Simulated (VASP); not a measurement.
# Ir (Im-3m) in VASP: notebook

Ir is run at these levels: LDA; tasks: single point, relaxation of cell and atoms.

All numbers are computed with VASP 6.6.1; they aren't measurements. Logs are shortened: lines on timing, memory, paths and dates and some standing lists are left out, and cuts for length are marked.

**1. The cell of the first run**

Symmetry: Im-3m, No. 229, cubic system. Conventional cell: a = 3.049 Å, b = 3.049 Å, c = 3.049 Å, α = 90.00°, β = 90.00°, γ = 90.00°. Within 3.5 Å of Ir (site symmetry m-3m) lie 14 Ir at 2.64 to 3.05 Å.

**2. Single point, LDA**

INCAR

```
  PREC = Accurate
  ENCUT = 500
  EDIFF = 1E-6
  ISMEAR = -1
  SIGMA = 0.05
  LREAL = False
  LASPH = True
  NELM = 120
  ALGO = Normal
  ISIF = 2
  LWAVE = False
  LCHARG = True
  LELF = True
  LVHAR = True
  NBANDS = 10
  GGA_COMPAT = False
```

KPOINTS

```
regular mesh
0
Gamma
  10 10 10
```

POSCAR

```
Ir
1.0
    1.5246919878      1.5246919878      1.5246919878
   -1.5246919878      1.5246919878      1.5246919878
   -1.5246919878     -1.5246919878      1.5246919878
Ir
1
Direct
    0.0000000000      0.0000000000      0.0000000000
```

Potentials or basis: VASP PAW LDA potentials, release 64 (Ir).

The run is started by

```
$ cat potpaw_LDA.64/Ir/POTCAR > POTCAR
$ mpirun -np 1 vasp_std > vasp.out
```

OUTCAR:

```text
PREC = Accurate
   ENCUT = 500
   EDIFF = 1E-6
   ISMEAR = -1
   LREAL = False
   LASPH = True
   NELM = 120
   ISIF = 2

 ion  position               nearest neighbor table
   1  0.000  0.000  0.000-

  LATTYP: Found a body centered cubic cell.
 ALAT       =     3.0493839756

  Lattice vectors:

 A1 = (   1.5246919878,  -1.5246919878,  -1.5246919878)
 A2 = (   1.5246919878,   1.5246919878,   1.5246919878)
 A3 = (  -1.5246919878,  -1.5246919878,   1.5246919878)

Analysis of symmetry for initial positions (statically):
=====================================================================
 Subroutine PRICEL returns:
 Original cell was already a primitive cell.

 Routine SETGRP: Setting up the symmetry group for a
 body centered cubic supercell.

 Subroutine GETGRP returns: Found 48 space group operations
 (whereof 48 operations were pure point group operations)
 out of a pool of 48 trial point group operations.

The static configuration has the point symmetry O_h .

Analysis of symmetry for dynamics (positions and initial velocities):
=====================================================================
 Subroutine PRICEL returns:
 Original cell was already a primitive cell.

 Routine SETGRP: Setting up the symmetry group for a
 body centered cubic supercell.

 Subroutine GETGRP returns: Found 48 space group operations
 (whereof 48 operations were pure point group operations)
 out of a pool of 48 trial point group operations.

The dynamic configuration has the point symmetry O_h .

 Subroutine INISYM returns: Found 48 space group operations
 (whereof 48 operations are pure point group operations),
 and found     1 'primitive' translations

----------------------------------------------------------------------------------------

                                     Primitive cell

  volume of cell :      14.1777

  direct lattice vectors                    reciprocal lattice vectors
     1.524691988  1.524691988  1.524691988     0.327935087  0.000000000  0.327935087
    -1.524691988  1.524691988  1.524691988    -0.327935087  0.327935087  0.000000000
    -1.524691988 -1.524691988  1.524691988     0.000000000 -0.327935087  0.327935087

  length of vectors
     2.640843989  2.640843989  2.640843989     0.463770248  0.463770248  0.463770248

  position of ions in fractional coordinates (direct lattice)
     0.000000000  0.000000000  0.000000000

  ion indices of the primitive-cell ions
   primitive index   ion index
                 1           1

----------------------------------------------------------------------------------------

 KPOINTS: regular mesh

Automatic generation of k-mesh.
 Grid dimensions read from file:
 generate k-points for:   10   10   10

 Generating k-lattice:

  Cartesian coordinates                     Fractional coordinates (reciprocal lattice)
     0.032793509  0.000000000  0.032793509     0.100000000  0.000000000  0.000000000
    -0.032793509  0.032793509  0.000000000     0.000000000  0.100000000  0.000000000
     0.000000000 -0.032793509  0.032793509     0.000000000  0.000000000  0.100000000

  Length of vectors
     0.046377025  0.046377025  0.046377025

  Shift w.r.t. Gamma in fractional coordinates (k-lattice)
     0.000000000  0.000000000  0.000000000

 Subroutine IBZKPT returns following result:
 ===========================================

 Found     47 irreducible k-points:

 Following reciprocal coordinates:
            Coordinates               Weight
  0.000000  0.000000  0.000000      1.000000
  0.100000  0.000000  0.000000     12.000000
  0.200000  0.000000  0.000000     12.000000
  0.300000  0.000000  0.000000     12.000000
  0.400000  0.000000  0.000000     12.000000
  0.500000  0.000000  0.000000      6.000000
[... 16 lines left out ...]
  0.100000  0.300000  0.100000      8.000000
  0.500000  0.300000  0.100000     24.000000
 [... further k-points ...]
   k-points           NKPTS =     47   k-points in BZ     NKDIM =     47   number of bands    NBANDS=     10
   number of dos      NEDOS =    301   number of ions     NIONS =      1
   total plane-waves  NPLWV =   8000
   dimension x,y,z NGX =    20 NGY =   20 NGZ =   20
   dimension x,y,z NGXF=    40 NGYF=   40 NGZF=   40
   ions per type =               1
   NGX,Y,Z   is equivalent  to a cutoff of  12.59, 12.59, 12.59 a.u.
   NGXF,Y,Z  is equivalent  to a cutoff of  25.18, 25.18, 25.18 a.u.
 SYSTEM =  unknown system
   PREC   = accura    normal or accurate (medium, high low for compatibility)
   ISTART =      0    job   : 0-new  1-cont  2-samecut
   ICHARG =      2    charge: 1-file 2-atom 10-const
   ISPIN  =      1    spin polarized calculation?
   LNONCOLLINEAR =      F non collinear calculations
   LSORBIT =      F    spin-orbit coupling
   LASPH  =      T    aspherical Exc in radial PAW
   ENCUT  =  500.0 eV  36.75 Ry    6.06 a.u.   4.81  4.81  4.81*2*pi/ulx,y,z
   NELM   =    120;   NELMIN=  2; NELMDL= -5     # of ELM steps
   EDIFF  = 0.1E-05   stopping-criterion for ELM
   LREAL  =      F    real-space projection
   EDIFFG = 0.1E-04   stopping-criterion for IOM
   NSW    =      0    number of steps for IOM
   IBRION =     -1    ionic relax: 0-MD 1-quasi-New 2-CG
   NFREE  =      0    steps in history (QN), initial steepest desc. (CG)
   ISIF   =      2    stress and relaxation
   ISYM   =      2    0-nonsym 1-usesym 2-fastsym
   POTIM  = 0.5000    time-step for ionic-motion
   TEBEG  =    0.0;   TEEND  =   0.0 temperature during run
   PSTRESS=    0.0 pullay stress
   NELECT =       9.0000    total number of electrons
   NUPDOWN=      -1.0000    fix difference up-down
   EMIN   =  10.00;   EMAX   =-10.00  energy-range for DOS
   EFERMI =   0.00;   METHOD = LEGACY
   ISMEAR =    -1;   SIGMA  =   0.05  broadening in eV -4-tet -1-fermi 0-gaus
   EFERMI_NEDOS =   21; number of points for ismear=-14 and -15
   IALGO  =     38    algorithm
   IMIX   =      4    mixing-type and parameters
     AMIX     =   0.40;   BMIX     =  1.00
     AMIX_MAG =   1.60;   BMIX_MAG =  1.00
  volume/ion in A,a.u.               =      14.18        95.68
  Fermi-wavevector in a.u.,A,eV,Ry     =   1.406977  2.658800 26.933865  1.979583
  Thomas-Fermi vector in A             =   2.529282
   LORBIT       =      0    0 simple, 1 ext, 2 COOP (PROOUT), +10 PAW based schemes
   GGA     = CA    functional components
   LHFCALC =     F    Hartree Fock is set to
   AEXX    =    0.0000 exact exchange contribution
   IVDW    =     0    specifies the selected vdW correction
   LEPSILON=     F    determine dielectric tensor
   LRPA    =     F    only Hartree local field effects (RPA)
 non-spin polarized calculation
  energy-cutoff  :      500.00
  volume of cell :       14.18
 maximum number of plane-waves:       370
   NGX =  9   NGY =  9   NGZ =  9

 number of electron       8.9999999 magnetization

 Free energy of the ion-electron system (eV)
  ---------------------------------------------------
  ext. energy  EPLUGINS =         0.00000000
  ---------------------------------------------------
  free energy    TOTEN  =        -9.65755424 eV

  energy without entropy =       -9.63421596  energy(sigma->0) =       -9.64588510

 E-fermi :  10.0369     XC(G=0): -14.1134

 val. band max:       10.0347719335   @ k =   0.1000  -0.4000   0.1000
 cond. band min:      10.0451851402   @ k =   0.2000   0.1000   0.1000
 fundamental gap:      0.0104132067
 Fermi energy:        10.0369303663

 k-point     1 :       0.0000    0.0000    0.0000
  band No.  band energies     occupation
      1      -0.8087      2.00000
      2       6.2699      2.00000
      3       6.2699      2.00000
      4       6.2699      2.00000
      5       9.4675      1.99998
      6       9.4675      1.99998
      7      26.9748      0.00000
      8      26.9748      0.00000
      9      26.9748      0.00000
     10      38.3021      0.00000

 k-point     2 :       0.1000    0.0000    0.0000
  band No.  band energies     occupation
      1      -0.3453      2.00000
      2       6.0557      2.00000
      3       6.2495      2.00000
      4       6.6883      2.00000
      5       9.1925      2.00000
      6       9.4835      1.99997
      7      27.2230      0.00000
      8      27.5806      0.00000
      9      27.7092      0.00000
     10      35.2842      0.00000

 k-point     3 :       0.2000    0.0000    0.0000
  band No.  band energies     occupation
      1       0.8664      2.00000
      2       5.5344      2.00000
      3       6.1430      2.00000
      4       7.8859      2.00000
      5       8.8790      2.00000
      6       9.5565      1.99987
      7      27.0294      0.00000
      8      27.4723      0.00000
      9      29.7435      0.00000
     10      33.6167      0.00000

 k-point     4 :       0.3000    0.0000    0.0000
  band No.  band energies     occupation
      1       2.0560      2.00000
      2       4.9540      2.00000
      3       6.5318      2.00000
      4       9.0380      2.00000
      5       9.6567      1.99900
      6       9.7146      1.99683
      7      24.1659      0.00000
      8      25.3582      0.00000
      9      32.0806      0.00000
     10      32.6395      0.00000

 k-point     5 :       0.4000    0.0000    0.0000
  band No.  band energies     occupation
      1       2.3264      2.00000
      2       4.5258      2.00000
      3       8.2657      2.00000
      4       9.4388      1.99999
      5       9.9069      1.86172
      6      11.5003      0.00000
      7      20.2927      0.00000
      8      23.7318      0.00000
      9      28.6317      0.00000
     10      35.6233      0.00000

 k-point     6 :       0.5000    0.0000    0.0000
  band No.  band energies     occupation
      1       2.2747      2.00000
      2       4.3704      2.00000
      3       9.2863      2.00000
      4       9.9515      1.69325
      5       9.9986      1.36586
      6      12.3815      0.00000
      7      18.3044      0.00000
      8      23.1094      0.00000
      9      27.1859      0.00000
     10      35.0071      0.00000
[... 183 lines left out ...]
 k-point    21 :       0.4000    0.2000    0.1000
  band No.  band energies     occupation
      1       3.3142      2.00000
      2       5.2356      2.00000
      3       6.1021      2.00000
      4       8.2694      2.00000
      5      10.1731      0.12310
      6      11.7139      0.00000
      7      22.0723      0.00000
      8      25.6608      0.00000
      9      28.5252      0.00000
     10      31.6607      0.00000

 k-point    22 :       0.5000    0.2000    0.1000
  band No.  band energies     occupation
      1       3.2792      2.00000
      2       5.1873      2.00000
      3       6.3855      2.00000
      4       8.5153      2.00000
      5      11.1869      0.00000
      6      14.1230      0.00000
      7      18.7241      0.00000
      8      24.0667      0.00000
      9      27.0303      0.00000
     10      32.7208      0.00000

 k-point    23 :       0.1000    0.3000    0.1000
  band No.  band energies     occupation
      1       1.6318      2.00000
      2       5.3629      2.00000
      3       5.3629      2.00000
      4       9.2649      2.00000
      5       9.3055      2.00000
      6       9.3055      2.00000
      7      27.2566      0.00000
      8      27.2566      0.00000
      9      28.8886      0.00000
     10      29.4487      0.00000

 k-point    24 :       0.5000    0.3000    0.1000
  band No.  band energies     occupation
      1       4.0117      2.00000
      2       4.7903      2.00000
      3       6.0084      2.00000
      4       8.8079      2.00000
      5      10.2919      0.01214
      6      14.5687      0.00000
      7      19.7024      0.00000
      8      22.9564      0.00000
      9      28.9087      0.00000
     10      31.2198      0.00000

 [... further k-points ...]

------------------------ aborting loop because EDIFF is reached ----------------------------------------

  FORCE on cell =-STRESS in cart. coord.  units (eV):
  Direction    XX          YY          ZZ          XY          YZ          ZX
  --------------------------------------------------------------------------------------
  -------------------------------------------------------------------------------------
  Total        0.5379236      0.5379236      0.5379236      0.0000000      0.0000000      0.0000000
  in kB       60.7889797     60.7889797     60.7889797      0.0000000      0.0000000      0.0000000
  external PRESSURE =      60.7889797 kB  Pullay stress =       0.0000000 kB

 VOLUME and BASIS-vectors are now :
 -----------------------------------------------------------------------------
  energy-cutoff  :      500.00
  volume of cell :       14.18
      direct lattice vectors                 reciprocal lattice vectors
     1.524691988  1.524691988  1.524691988     0.327935087  0.000000000  0.327935087
    -1.524691988  1.524691988  1.524691988    -0.327935087  0.327935087  0.000000000
    -1.524691988 -1.524691988  1.524691988     0.000000000 -0.327935087  0.327935087

 POSITION                                       TOTAL-FORCE (eV/Angst)
 -----------------------------------------------------------------------------------
      0.00000      0.00000      0.00000        -0.000000      0.000000      0.000000
 -----------------------------------------------------------------------------------
    total drift:                               -0.000000      0.000000      0.000000

  FREE ENERGIE OF THE ION-ELECTRON SYSTEM (eV)
  ---------------------------------------------------
  free  energy   TOTEN  =        -9.6575542378 eV

  energy  without entropy=       -9.6342159621  energy(sigma->0) =       -9.64588510
```

It took 3.7 s on 1 thread of Intel Xeon Platinum 8559C (Emerald Rapids), shared host; peak memory 0.12 GiB.

Results:

| Item | Value |
| --- | --- |
| Free energy | -9.6576 eV |
| Pressure | 6.1 GPa |

Caveat: spin-orbit coupling is left out, which moves the levels of the heavy elements.

**3. Single point, LDA**

This run uses another cell than the first one, of 14.32 Å³/atom, 1.010 times its volume.

Changes to INCAR since step 2:

```diff
@@ -12,2 +12,3 @@
   LCHARG = True
+  GGA = CA
   LELF = True
```

KPOINTS

```
Automatic mesh
0
Gamma
  10 10 10
```

POSCAR

```
Ir
1.0
    1.5298084422      1.5298084422      1.5298084422
   -1.5298084422      1.5298084422      1.5298084422
   -1.5298084422     -1.5298084422      1.5298084422
Ir
1
Direct
    0.0000000000      0.0000000000      0.0000000000
```

Potentials or basis: VASP PAW LDA potentials, release 64 (Ir).

The run is started by

```
$ cat potpaw_LDA.64/Ir/POTCAR > POTCAR
$ mpirun -np 1 vasp_std > vasp.out
```

Wall time 4 s (1 thread of Intel Xeon Platinum 8559C (Emerald Rapids), shared host); peak memory 0.12 GiB.

It converged, with:

```
Free energy : -9.6614 eV
Pressure    : 2.3 GPa
```

Levels at points of the mesh, in eV from the Fermi level:
```tsv
k point	band 1	band 2	band 3	band 4	band 5	band 6	band 7	band 8	band 9	band 10
(0.00, 0.00, 0.00)	-10.74	-3.71	-3.71	-3.71	-0.56	-0.56	16.94	16.94	16.94	28.13
(0.50, 0.00, 0.00)	-7.66	-5.58	-0.74	-0.07	-0.04	2.30	8.15	13.07	17.04	24.90
(0.50, 0.50, 0.50)	-7.20	-7.20	1.57	1.57	1.57	7.98	7.98	7.98	14.94	21.30
```

Caveat: spin-orbit coupling is left out, which moves the levels of the heavy elements.

**4. Single point, LDA**

This run uses another cell than the first one, of 14.46 Å³/atom, 1.020 times its volume.

INCAR

```
SYSTEM = Ir
PREC = Accurate
ENCUT = 500
EDIFF = 1E-6
ISMEAR = -1
SIGMA = 0.05
LREAL = .False.
LASPH = .True.
NELM = 120
ALGO = Normal
ISIF = 2
LWAVE = .False.
LCHARG = .False.
NBANDS = 10
GGA_COMPAT = .False.
```

KPOINTS

```
regular mesh
0
Gamma
  10 10 10
  0 0 0
```

POSCAR

```
Ir
1.0
    1.5348908996      1.5348908996      1.5348908996
   -1.5348908996      1.5348908996      1.5348908996
   -1.5348908996     -1.5348908996      1.5348908996
Ir
1
Direct
    0.0000000000      0.0000000000      0.0000000000
```

The run is started by

```
$ cat potpaw_LDA.64/Ir/POTCAR > POTCAR
$ mpirun -np 1 vasp_std > vasp.out
```

Run time: 4 s. Hardware: 1 thread of Intel Xeon Platinum 8559C (Emerald Rapids), shared host; peak memory 0.12 GiB.

Results (log left out):

```yaml
Free_energy: -9.6619 eV
Pressure: -1.3 GPa
```

Levels at points of the mesh, in eV from the Fermi level:
```csv
k point,band 2,band 3,band 4,band 5,band 6,band 7,band 8,band 9
"(0.00, 0.00, 0.00)",-3.66,-3.66,-3.66,-0.54,-0.54,16.93,16.93,16.93
"(0.50, 0.00, 0.00)",-5.50,-0.73,-0.05,-0.04,2.26,8.04,13.06,16.93
"(0.50, 0.50, 0.50)",-7.09,1.54,1.54,1.54,7.94,7.94,7.94,14.77
```

Caveat: spin-orbit coupling is left out, which moves the levels of the heavy elements.

**5. Relaxation of cell and atoms, LDA**

This run uses another cell than the first one, of 14.05 Å³/atom, 0.991 times its volume.

INCAR

```
SYSTEM = Ir
ALGO     = Normal         ! electronic algorithm
EDIFF    = 1E-7           ! SCF threshold, eV
EDIFFG   = -0.01          ! ionic threshold
ENCUT    = 500            ! plane-wave cutoff, eV
GGA      = CA             ! functional
GGA_COMPAT= .False.      
IBRION   = 2              ! ionic algorithm
ISIF     = 3              ! what is computed and relaxed
ISMEAR   = -1             ! smearing method
LASPH    = .True.         ! aspherical terms in the spheres
LCHARG   = .False.        ! write CHGCAR
LREAL    = .False.        ! projectors in reciprocal space
LWAVE    = .False.        ! write WAVECAR
NELM     = 120            ! most SCF steps
NELMIN   = 4            
NSW      = 60             ! ionic steps
PREC     = Accurate       ! precision mode
SIGMA    = 0.05           ! smearing width, eV
```

KPOINTS

```
k-points
0
Gamma
  10 10 10
  0 0 0
```

POSCAR

```
Ir
1.0
    1.5200000000      1.5200000000      1.5200000000
   -1.5200000000      1.5200000000      1.5200000000
   -1.5200000000     -1.5200000000      1.5200000000
Ir
1
Direct
    0.0000000000      0.0000000000      0.0000000000
```

The run is started by

```
$ cat potpaw_LDA.64/Ir/POTCAR > POTCAR
$ mpirun -np 1 vasp_std > vasp.out
```

It took 25 s on 1 thread of Intel Xeon 8259CL, shared host; peak memory 0.13 GiB.

Results (log left out):

- Free energy: -9.6618 eV
- Relaxed volume: 14.41 Å³/atom
- Relaxed cell: a = 2.655 Å, b = 2.655 Å, c = 2.655 Å, α = 70.53°, β = 109.47°, γ = 70.53°
- Space group after relaxing (to 0.05 Å): Im-3m (No. 229)
- Energy gained by relaxing: 10.8 meV/atom
- Ionic steps: 4
- Pressure after relaxing: 0.0 GPa

The path:
| step | energy change (eV) | largest force (eV/Å) | pressure (GPa) | volume (Å³) |
| --- | --- | --- | --- | --- |
| 1 | 0.0000 | 0.0000 | 9.78 | 14.05 |
| 2 | 0.1244 | 0.0000 | -27.01 | 15.86 |
| 3 | -0.0108 | 0.0000 | -0.42 | 14.43 |
| 4 | -0.0108 | 0.0000 | -0.02 | 14.41 |

Final structure:
```yaml
crystal:
  lattice:
    - [1.53300, 1.53300, 1.53300]
    - [-1.53300, 1.53300, 1.53300]
    - [-1.53300, -1.53300, 1.53300]
  atoms:
    - { symbol: Ir, position: [0.00000, 0.00000, 0.00000] }
```

Levels at points of the mesh, in eV from the Fermi level:
```csv
k point,band 3,band 4,band 5,band 6,band 7,band 8
"(0.00, 0.00, 0.00)",-3.68,-3.68,-0.55,-0.55,16.94,16.94
"(0.50, 0.00, 0.00)",-0.73,-0.06,-0.04,2.28,8.08,13.07
"(0.50, 0.50, 0.50)",1.55,1.55,1.55,7.96,7.96,7.96
```

Caveat: spin-orbit coupling is left out, which moves the levels of the heavy elements.

**6. The runs side by side**

| task | cell | gap on the mesh (eV) | pressure (GPa) |
| --- | --- | --- | --- |
| single point | a = 2.641 Å, angles 70.5, 109.5, 70.5°, 1 atom | none | 6.1 |
| single point | a = 2.650 Å, angles 70.5, 109.5, 70.5°, 1 atom | none | 2.3 |
| single point | a = 2.659 Å, angles 70.5, 109.5, 70.5°, 1 atom | none | -1.3 |
| relaxation of cell and atoms | relaxed from a = 2.633 Å, angles 70.5, 109.5, 70.5°, 1 atom | none | 0.0 |

Alike in all rows: level LDA; potentials or basis VASP PAW LDA potentials, release 64 (Ir); no spin polarisation; k mesh 10 × 10 × 10; cutoff (eV) 500; smearing fermi-dirac 0.05 eV.

Caveats: spin-orbit coupling is left out, which moves the levels of the heavy elements.

Total energies depend on the potentials used, so only differences within one code and one set of settings carry meaning.
